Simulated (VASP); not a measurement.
Runs of VASP 6.6.1 on SnO. The structure is that of space group P4/nmm (No. 129), or close to it. The cells are those of the table. 

| cell | gap on the mesh (eV) | pressure (GPa) | largest force (eV/Å) |
| --- | --- | --- | --- |
| a = 3.538, b = 3.538, c = 5.035 Å, 4 atoms | none | (b) | 0.69 |
| a = 3.671, b = 3.671, c = 4.465 Å, 4 atoms | none | 17.2 | 2.36 |
| a = 3.805, b = 3.805, c = 4.465 Å, 4 atoms | none | 6.1 | 1.17 |
| a = 3.671, b = 3.671, c = 4.750 Å, 4 atoms | none | 9.1 | 1.07 |
| a = 3.538, b = 3.538, c = 4.750 Å, 4 atoms | none | (a) | 2.36 |
| a = 3.671, b = 3.671, c = 4.180 Å, 4 atoms | none | 27.4 | 3.52 |
| a = 3.538, b = 3.538, c = 4.180 Å, 4 atoms | none | (c) | 5.41 |
| a = 3.538, b = 3.538, c = 4.465 Å, 4 atoms | none | 32.6 | 3.98 |

Alike in all rows: task single point; level PBEsol; potentials or basis VASP PAW PBE potentials, release 64 (Sn_d, O); no spin polarisation; k mesh 10 × 10 × 8; cutoff (eV) 520; smearing gaussian 0.15 eV.

Q: Estimate the missing entries.

A: (a) 21.6; (b) 13.1; (c) 46.7.

Caveats: the PAW data sets were made with another functional, which shifts forces and pressure a little; spin-orbit coupling is left out, which moves the levels of the heavy elements; the cell stands under pressure (at least some runs); semilocal functionals underestimate gaps, and a narrow one can read as zero (at least some runs); the stress differs along the axes, from 3 to 18 GPa (at least some runs); the stress differs along the axes, from 14 to 25 GPa (at least some runs); the stress differs along the axes, from 41 to 49 GPa (at least some runs).

A k mesh can miss the band edges, and the runs leave out spin-orbit coupling on Sn.

A gap of «none» marks levels without a gap at the run's occupations.
